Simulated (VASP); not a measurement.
# BAs (I-4m2) in VASP: a series of runs

BAs is run at these levels: PBE; tasks: single point.

Program: VASP 6.6.1. These are calculated values, not measurements. Logs are shortened: lines on timing, memory, paths and dates and some standing lists are left out, and cuts for length are marked.

## (1) The cell of the first run

It takes space group I-4m2 (No. 119, tetragonal). The conventional cell has a = 3.367 Å, b = 3.367 Å, c = 4.838 Å, α = 90.00°, β = 90.00°, γ = 90.00°. Within 2.7 Å of B (site symmetry -4m2) lie 4 As at 2.07 Å. Within 2.7 Å of As (site symmetry -4m2) lie 4 B at 2.07 Å.

## (2) Single point, PBE (strained cell)

The input, INCAR:

```
ALGO = Normal
EDIFF = 1E-6
ENCUT = 500
GGA = PE
GGA_COMPAT = False
ISIF = 2
ISMEAR = 0
LASPH = True
LCHARG = False
LREAL = False
LWAVE = False
NBANDS = 11
NELM = 120
PREC = Accurate
SIGMA = 0.02
```

The input, KPOINTS:

```
k-points
0
Gamma
  8 8 8
```

The input, POSCAR:

```
BAs
1.0
    0.0000000000      2.3805122038      2.4189851283
    2.3805122038      0.0000000000      2.4189851283
    2.3805122038      2.3805122038      0.0000000000
B As
1 1
Direct
    0.0000000000      0.0000000000      0.0000000000
    0.2500000000      0.2500000000      0.2500000000
```

Potentials or basis: VASP PAW PBE potentials, release 64 (B, As).

Run with:

```console
> cat potpaw_PBE.64/B/POTCAR potpaw_PBE.64/As/POTCAR > POTCAR
> mpirun -np 1 vasp_std > vasp.out
```

OUTCAR:

```text
EDIFF = 1E-6
   ENCUT = 500
   GGA = PE
   ISIF = 2
   ISMEAR = 0
   LASPH = True
   LREAL = False
   NELM = 120
   PREC = Accurate

 ion  position               nearest neighbor table
   1  0.000  0.000  0.000-   2 2.07   2 2.07   2 2.07   2 2.07
   2  0.250  0.250  0.250-   1 2.07   1 2.07   1 2.07   1 2.07

  LATTYP: Found a body centered tetragonal cell.
 ALAT       =     3.3665526440
 C/A-ratio  =     1.4370695391

  Lattice vectors:

 A1 = (  -2.3805122038,   0.0000000000,   2.4189851283)
 A2 = (   2.3805122038,   0.0000000000,   2.4189851283)
 A3 = (   0.0000000000,   2.3805122038,  -2.4189851283)

Analysis of symmetry for initial positions (statically):
=====================================================================
 Subroutine PRICEL returns:
 Original cell was already a primitive cell.

 Routine SETGRP: Setting up the symmetry group for a
 body centered tetragonal supercell.

 Subroutine GETGRP returns: Found  8 space group operations
 (whereof  8 operations were pure point group operations)
 out of a pool of 16 trial point group operations.

The static configuration has the point symmetry D_2d.

Analysis of symmetry for dynamics (positions and initial velocities):
=====================================================================
 Subroutine PRICEL returns:
 Original cell was already a primitive cell.

 Routine SETGRP: Setting up the symmetry group for a
 body centered tetragonal supercell.

 Subroutine GETGRP returns: Found  8 space group operations
 (whereof  8 operations were pure point group operations)
 out of a pool of 16 trial point group operations.

The dynamic configuration has the point symmetry D_2d.

 Subroutine INISYM returns: Found  8 space group operations
 (whereof  8 operations are pure point group operations),
 and found     1 'primitive' translations

----------------------------------------------------------------------------------------

                                     Primitive cell

  volume of cell :      27.4160

  direct lattice vectors                    reciprocal lattice vectors
     0.000000000  2.380512204  2.418985128    -0.210038831  0.210038831  0.206698253
     2.380512204  0.000000000  2.418985128     0.210038831 -0.210038831  0.206698253
     2.380512204  2.380512204  0.000000000     0.210038831  0.210038831 -0.206698253

  length of vectors
     3.393866144  3.393866144  3.366552644     0.361879522  0.361879522  0.361879522

  position of ions in fractional coordinates (direct lattice)
     0.000000000  0.000000000  0.000000000
     0.250000000  0.250000000  0.250000000

  ion indices of the primitive-cell ions
   primitive index   ion index
                 1           1
                 2           2

----------------------------------------------------------------------------------------

 KPOINTS: k-points

Automatic generation of k-mesh.
 Grid dimensions read from file:
 generate k-points for:    8    8    8

 Generating k-lattice:

  Cartesian coordinates                     Fractional coordinates (reciprocal lattice)
    -0.026254854  0.026254854  0.025837282     0.125000000  0.000000000  0.000000000
     0.026254854 -0.026254854  0.025837282     0.000000000  0.125000000  0.000000000
     0.026254854  0.026254854 -0.025837282    -0.000000000 -0.000000000  0.125000000

  Length of vectors
     0.045234940  0.045234940  0.045234940

  Shift w.r.t. Gamma in fractional coordinates (k-lattice)
     0.000000000  0.000000000  0.000000000

 Subroutine IBZKPT returns following result:
 ===========================================

 Found     59 irreducible k-points:

 Following reciprocal coordinates:
            Coordinates               Weight
  0.000000  0.000000  0.000000      1.000000
  0.125000  0.000000  0.000000      8.000000
  0.250000  0.000000  0.000000      8.000000
  0.375000 -0.000000  0.000000      8.000000
  0.500000  0.000000  0.000000      4.000000
  0.125000  0.125000  0.000000      2.000000
[... 16 lines left out ...]
  0.250000  0.000000  0.125000     16.000000
  0.375000 -0.000000  0.125000     16.000000
 [... further k-points ...]
   k-points           NKPTS =     59   k-points in BZ     NKDIM =     59   number of bands    NBANDS=     11
   number of dos      NEDOS =    301   number of ions     NIONS =      2
   total plane-waves  NPLWV =  21952
   dimension x,y,z NGX =    28 NGY =   28 NGZ =   28
   dimension x,y,z NGXF=    56 NGYF=   56 NGZF=   56
   ions per type =               1   1
   NGX,Y,Z   is equivalent  to a cutoff of  13.72, 13.72, 13.83 a.u.
   NGXF,Y,Z  is equivalent  to a cutoff of  27.43, 27.43, 27.65 a.u.
 SYSTEM =  unknown system
   PREC   = accura    normal or accurate (medium, high low for compatibility)
   ISTART =      0    job   : 0-new  1-cont  2-samecut
   ICHARG =      2    charge: 1-file 2-atom 10-const
   ISPIN  =      1    spin polarized calculation?
   LNONCOLLINEAR =      F non collinear calculations
   LSORBIT =      F    spin-orbit coupling
   LASPH  =      T    aspherical Exc in radial PAW
   ENCUT  =  500.0 eV  36.75 Ry    6.06 a.u.   6.19  6.19  6.14*2*pi/ulx,y,z
   NELM   =    120;   NELMIN=  2; NELMDL= -5     # of ELM steps
   EDIFF  = 0.1E-05   stopping-criterion for ELM
   LREAL  =      F    real-space projection
   EDIFFG = 0.1E-04   stopping-criterion for IOM
   NSW    =      0    number of steps for IOM
   IBRION =     -1    ionic relax: 0-MD 1-quasi-New 2-CG
   NFREE  =      0    steps in history (QN), initial steepest desc. (CG)
   ISIF   =      2    stress and relaxation
   ISYM   =      2    0-nonsym 1-usesym 2-fastsym
   POTIM  = 0.5000    time-step for ionic-motion
   TEBEG  =    0.0;   TEEND  =   0.0 temperature during run
   PSTRESS=    0.0 pullay stress
   NELECT =       8.0000    total number of electrons
   NUPDOWN=      -1.0000    fix difference up-down
   EMIN   =  10.00;   EMAX   =-10.00  energy-range for DOS
   EFERMI =   0.00;   METHOD = LEGACY
   ISMEAR =     0;   SIGMA  =   0.02  broadening in eV -4-tet -1-fermi 0-gaus
   EFERMI_NEDOS =   21; number of points for ismear=-14 and -15
   IALGO  =     38    algorithm
   IMIX   =      4    mixing-type and parameters
     AMIX     =   0.40;   BMIX     =  1.00
     AMIX_MAG =   1.60;   BMIX_MAG =  1.00
  volume/ion in A,a.u.               =      13.71        92.51
  Fermi-wavevector in a.u.,A,eV,Ry     =   1.085851  2.051960 16.042248  1.179072
  Thomas-Fermi vector in A             =   2.221974
   LORBIT       =      0    0 simple, 1 ext, 2 COOP (PROOUT), +10 PAW based schemes
   GGA     = PE    functional components
   LHFCALC =     F    Hartree Fock is set to
   AEXX    =    0.0000 exact exchange contribution
   IVDW    =     0    specifies the selected vdW correction
   LEPSILON=     F    determine dielectric tensor
   LRPA    =     F    only Hartree local field effects (RPA)
 non-spin polarized calculation
 Gauss-broadening in eV      SIGMA  =   0.02
  energy-cutoff  :      500.00
  volume of cell :       27.42
 maximum number of plane-waves:       717
 NGX is ok and might be reduce to    28
   NGX = 13   NGY = 13   NGZ = 13

 number of electron       8.0000000 magnetization

 Free energy of the ion-electron system (eV)
  ---------------------------------------------------
  ext. energy  EPLUGINS =         0.00000000
  ---------------------------------------------------
  free energy    TOTEN  =       -11.40399487 eV

  energy without entropy =      -11.40399487  energy(sigma->0) =      -11.40399487

 E-fermi :   6.2059     XC(G=0): -10.5582

 val. band max:        6.1141787445   @ k =   0.0000   0.0000   0.0000
 cond. band min:       7.1880861800   @ k =   0.3750   0.0000   0.3750
 fundamental gap:      1.0739074354
 Fermi energy:         6.2059444113

 k-point     1 :       0.0000    0.0000    0.0000
  band No.  band energies     occupation
      1      -9.2853      2.00000
      2       5.9564      2.00000
      3       6.1142      2.00000
      4       6.1142      2.00000
      5       9.2974      0.00000
      6       9.2974      0.00000
      7       9.4005      0.00000
      8      10.6692      0.00000
      9      15.6163      0.00000
     10      18.7561      0.00000
     11      19.2071      0.00000

 k-point     2 :       0.1250    0.0000    0.0000
  band No.  band energies     occupation
      1      -9.0307      2.00000
      2       4.1008      2.00000
      3       5.5691      2.00000
      4       5.6853      2.00000
      5       9.4211      0.00000
      6       9.8787      0.00000
      7       9.9403      0.00000
      8      11.9616      0.00000
      9      16.5567      0.00000
     10      17.5001      0.00000
     11      17.8120      0.00000

 k-point     3 :       0.2500    0.0000    0.0000
  band No.  band energies     occupation
      1      -8.2896      2.00000
      2       1.1416      2.00000
      3       4.8448      2.00000
      4       4.9947      2.00000
      5       9.0856      0.00000
      6      10.6959      0.00000
      7      10.7113      0.00000
      8      13.9180      0.00000
      9      17.1304      0.00000
     10      17.3326      0.00000
     11      17.4208      0.00000
[... 267 lines left out ...]
 k-point    23 :       0.2500    0.0000    0.1250
  band No.  band energies     occupation
      1      -8.3566      2.00000
      2       2.1060      2.00000
      3       4.1311      2.00000
      4       4.4610      2.00000
      5       8.8407      0.00000
      6      10.9253      0.00000
      7      11.8924      0.00000
      8      12.5532      0.00000
      9      16.2728      0.00000
     10      18.3545      0.00000
     11      18.9367      0.00000

 k-point    24 :       0.3750   -0.0000    0.1250
  band No.  band energies     occupation
      1      -7.3525      2.00000
      2      -0.5426      2.00000
      3       3.6520      2.00000
      4       3.7667      2.00000
      5       9.1837      0.00000
      6      11.0058      0.00000
      7      12.1054      0.00000
      8      13.3751      0.00000
      9      17.4302      0.00000
     10      18.9571      0.00000
     11      19.9029      0.00000

 [... further k-points ...]

------------------------ aborting loop because EDIFF is reached ----------------------------------------

  FORCE on cell =-STRESS in cart. coord.  units (eV):
  Direction    XX          YY          ZZ          XY          YZ          ZX
  --------------------------------------------------------------------------------------
  -------------------------------------------------------------------------------------
  Total        0.6305275      0.6305275      0.0549029      0.0000000     -0.0000000      0.0000000
  in kB       36.8477206     36.8477206      3.2084974      0.0000000     -0.0000000      0.0000000
  external PRESSURE =      25.6346462 kB  Pullay stress =       0.0000000 kB

 VOLUME and BASIS-vectors are now :
 -----------------------------------------------------------------------------
  energy-cutoff  :      500.00
  volume of cell :       27.42
      direct lattice vectors                 reciprocal lattice vectors
     0.000000000  2.380512204  2.418985128    -0.210038831  0.210038831  0.206698253
     2.380512204  0.000000000  2.418985128     0.210038831 -0.210038831  0.206698253
     2.380512204  2.380512204  0.000000000     0.210038831  0.210038831 -0.206698253

 POSITION                                       TOTAL-FORCE (eV/Angst)
 -----------------------------------------------------------------------------------
      0.00000      0.00000      0.00000         0.000000      0.000000      0.000000
      1.19026      1.19026      1.20949        -0.000000     -0.000000     -0.000000
 -----------------------------------------------------------------------------------
    total drift:                               -0.000000     -0.000000     -0.000000

  FREE ENERGIE OF THE ION-ELECTRON SYSTEM (eV)
  ---------------------------------------------------
  free  energy   TOTEN  =       -11.4039948678 eV

  energy  without entropy=      -11.4039948678  energy(sigma->0) =      -11.40399487
```

Run time: 29 s. Hardware: 1 thread of Intel Xeon 8259CL, shared host; peak memory 0.16 GiB.

What came out:

| Property | Result |
| --- | --- |
| Free energy | -11.4040 eV |
| Pressure | 2.6 GPa |
| Band gap on the k mesh | 1.07 eV (least direct gap 3.18 eV) |

Levels at points of the mesh, in eV from the valence-band top:
| k point | band 1 | band 2 | band 3 | band 4 | band 5 | band 6 | band 7 | band 8 |
| --- | --- | --- | --- | --- | --- | --- | --- | --- |
| (0.00, 0.00, 0.00) | -15.40 | -0.16 | 0.00 | 0.00 | 3.18 | 3.18 | 3.29 | 4.55 |
| (0.50, 0.00, 0.00) | -12.55 | -8.80 | -1.96 | -1.77 | 2.59 | 4.67 | 4.79 | 8.80 |
| (0.50, 0.50, 0.00) | -11.33 | -8.63 | -4.01 | -4.01 | 1.50 | 1.53 | 11.24 | 11.24 |
| (0.50, 0.00, 0.50) | -11.20 | -8.51 | -4.17 | -4.14 | 1.32 | 1.33 | 11.14 | 11.37 |

Caveat: the cell differs from its parent crystal (strained cell). A k mesh can miss the band edges.

## (3) Single point, PBE (strained cell)

The input, INCAR:

```
PREC = Accurate
ENCUT = 500
EDIFF = 1E-6
ISMEAR = 0
SIGMA = 0.02
LREAL = F
LASPH = T
NELM = 120
ALGO = Normal
ISIF = 2
LWAVE = F
LCHARG = F
GGA = PE
NBANDS = 11
GGA_COMPAT = F
```

The input, KPOINTS:

```
regular mesh
0
Gamma
  8 8 8
```

The input, POSCAR:

```
BAs
1.0
    0.0000000000      2.3805122038      2.4137191900
    2.3805122038      0.0000000000      2.4137191900
    2.3805122038      2.3805122038      0.0000000000
B As
1 1
Direct
    0.0000000000      0.0000000000      0.0000000000
    0.2500000000      0.2500000000      0.2500000000
```

Potentials or basis: VASP PAW PBE potentials, release 64 (B, As).

Run with:

```console
> cat potpaw_PBE.64/B/POTCAR potpaw_PBE.64/As/POTCAR > POTCAR
> mpirun -np 1 vasp_std > vasp.out
```

It took 32 s on 1 thread of Intel Xeon 8259CL, shared host; peak memory 0.16 GiB.

The run converged. Its results:

* Free energy: -11.4037 eV
* Pressure: 2.9 GPa
* Band gap on the k mesh: 1.09 eV (least direct gap 3.20 eV)

Stress tensor (GPa, compression positive):
```
3.84 0.00 0.00
0.00 3.84 0.00
0.00 0.00 0.94
```

Levels at points of the mesh, in eV from the valence-band top:
| k point | band 1 | band 2 | band 3 | band 4 | band 5 | band 6 | band 7 | band 8 |
| --- | --- | --- | --- | --- | --- | --- | --- | --- |
| (0.00, 0.00, 0.00) | -15.41 | -0.14 | 0.00 | 0.00 | 3.20 | 3.20 | 3.29 | 4.59 |
| (0.50, 0.00, 0.00) | -12.55 | -8.81 | -1.94 | -1.78 | 2.61 | 4.69 | 4.79 | 8.81 |
| (0.50, 0.50, 0.00) | -11.32 | -8.63 | -4.02 | -4.02 | 1.49 | 1.52 | 11.27 | 11.27 |
| (0.50, 0.00, 0.50) | -11.20 | -8.52 | -4.16 | -4.14 | 1.33 | 1.34 | 11.18 | 11.38 |

Caveat: the cell differs from its parent crystal (strained cell).

## (4) Single point, PBE (strained cell)

The input, INCAR:

```
SYSTEM = BAs
ALGO     = Normal         ! electronic algorithm
EDIFF    = 1E-6           ! SCF threshold, eV
ENCUT    = 500            ! plane-wave cutoff, eV
GGA      = PE             ! functional
GGA_COMPAT= .False.      
ISIF     = 2              ! what is computed and relaxed
ISMEAR   = 0              ! smearing method
LASPH    = .True.         ! aspherical terms in the spheres
LCHARG   = .False.        ! write CHGCAR
LREAL    = .False.        ! projectors in reciprocal space
LWAVE    = .False.        ! write WAVECAR
NBANDS   = 11             ! bands
NELM     = 120            ! most SCF steps
PREC     = Accurate       ! precision mode
SIGMA    = 0.02           ! smearing width, eV
```

The input, KPOINTS:

```
k-points
0
Gamma
  8 8 8
  0 0 0
```

The input, POSCAR:

```
BAs
1.0
    0.0000000000      2.3805122038      2.4161691154
    2.3805122038      0.0000000000      2.4161691154
    2.3805122038      2.3805122038      0.0000000000
B As
1 1
Direct
    0.0000000000      0.0000000000      0.0000000000
    0.2500000000      0.2500000000      0.2500000000
```

Run with:

```console
> cat potpaw_PBE.64/B/POTCAR potpaw_PBE.64/As/POTCAR > POTCAR
> mpirun -np 1 vasp_std > vasp.out
```

It took 32 s on 1 thread of Intel Xeon 8259CL, shared host; peak memory 0.16 GiB.

The run converged. Its results:

| Item | Value |
| --- | --- |
| Free energy | -11.4039 eV |
| Pressure | 2.7 GPa |
| Band gap on the k mesh | 1.08 eV (least direct gap 3.19 eV) |

Stress tensor (GPa, compression positive):
```
3.77 0.00 0.00
0.00 3.77 0.00
0.00 0.00 0.65
```

Levels at points of the mesh, in eV from the valence-band top:
```
           k point  band 1  band 2  band 3  band 4  band 5  band 6  band 7  band 8
(0.00, 0.00, 0.00)  -15.41   -0.15    0.00    0.00    3.19    3.19    3.29    4.57
(0.50, 0.00, 0.00)  -12.55   -8.80   -1.95   -1.77    2.60    4.68    4.79    8.81
(0.50, 0.50, 0.00)  -11.32   -8.63   -4.01   -4.01    1.50    1.52   11.26   11.26
(0.50, 0.00, 0.50)  -11.20   -8.51   -4.17   -4.14    1.33    1.34   11.16   11.37
```

Caveat: the cell differs from its parent crystal (strained cell).

## (5) Single point, PBE

The input, INCAR:

```
PREC = Accurate
ENCUT = 500
EDIFF = 1E-6
ISMEAR = 0
SIGMA = 0.01
LREAL = False
LASPH = True
NELM = 120
ALGO = Normal
ISIF = 2
LWAVE = False
LCHARG = False
GGA = PE
NBANDS = 11
GGA_COMPAT = False
```

The input, KPOINTS:

```
Automatic mesh
0
Gamma
  8 8 8
```

POSCAR is that of step 4.

Run with:

```console
> cat potpaw_PBE.64/B/POTCAR potpaw_PBE.64/As/POTCAR > POTCAR
> mpirun -np 1 vasp_std > vasp.out
```

Run time: 32 s. Hardware: 1 thread of Intel Xeon 8259CL, shared host; peak memory 0.16 GiB.

The run converged. Its results:

```
Free energy            : -11.4039 eV
Pressure               : 2.7 GPa
Band gap on the k mesh : 1.08 eV (least direct gap 3.19 eV)
```

Stress tensor (GPa, compression positive):
```
3.77 0.00 0.00
0.00 3.77 0.00
0.00 0.00 0.65
```

Levels at points of the mesh, in eV from the valence-band top:
```csv
k point,band 2,band 3,band 4,band 5,band 6,band 7
"(0.00, 0.00, 0.00)",-0.15,0.00,0.00,3.19,3.19,3.29
"(0.50, 0.00, 0.00)",-8.80,-1.95,-1.77,2.60,4.68,4.79
"(0.50, 0.50, 0.00)",-8.63,-4.01,-4.01,1.50,1.52,11.26
"(0.50, 0.00, 0.50)",-8.51,-4.17,-4.14,1.33,1.34,11.16
```

## (6) Overview

| cell | smearing | gap on the mesh (eV) | pressure (GPa) |
| --- | --- | --- | --- |
| a = 3.394, b = 3.394, c = 3.367 Å, angles 60.3, 60.3, 59.5°, 2 atoms | gaussian 0.02 eV | 1.07 | 2.6 |
| a = 3.390, b = 3.390, c = 3.367 Å, angles 60.2, 60.2, 59.5°, 2 atoms | gaussian 0.02 eV | 1.09 | 2.9 |
| a = 3.392, b = 3.392, c = 3.367 Å, angles 60.2, 60.2, 59.5°, 2 atoms | gaussian 0.02 eV | 1.08 | 2.7 |
| a = 3.392, b = 3.392, c = 3.367 Å, angles 60.2, 60.2, 59.5°, 2 atoms | gaussian 0.01 eV | 1.08 | 2.7 |

Alike in all rows: task single point; level PBE; potentials or basis VASP PAW PBE potentials, release 64 (B, As); no spin polarisation; k mesh 8 × 8 × 8; cutoff (eV) 500.

Absolute energies hang on the potentials; compare differences alone.
